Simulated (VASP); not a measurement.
PtS2, 3 atoms in the cell. The structure is trigonal, space group P-3m1 (No. 164). Conventional cell: a = 3.513 Å, b = 3.513 Å, c = 4.996 Å, α = 90.00°, β = 90.00°, γ = 120.00°. Pt (site symmetry -3m) has 6 S at 2.32 Å within 3.1 Å. Within 3.1 Å of S (site symmetry 3m) lie 3 Pt at 2.32 Å and 3 S at 3.04 Å. 

- Program: VASP 6.6.1
- Task: single point
- Functional: PBEsol
- Potentials or basis: VASP PAW PBE potentials, release 64 (Pt, S)
- Cutoff: 520 eV
- k mesh: 9 × 9 × 6
- Occupations: methfessel-paxton, width 0.1 eV
- Spin: no spin polarisation
- Dipole correction: no
- Further INCAR settings: ALGO = Normal; EDIFF = 1e-06; NBANDS = 18

Potentials or basis: VASP PAW PBE potentials, release 64 (Pt, S).

Launch:

```bash
$ cat potpaw_PBE.64/Pt/POTCAR potpaw_PBE.64/S/POTCAR > POTCAR
$ mpirun -np 1 vasp_std > vasp.out
```

Hardware: 1 thread of Intel(R) Xeon(R) 6975P-C (Granite Rapids), with other jobs on the host.

Task: Estimate the wall time of this run.

Result: It took 30 s on 1 thread of Intel(R) Xeon(R) 6975P-C (Granite Rapids), on a shared host, peak memory 0.21 GiB. Counts: scf iterations 13, k points 62.
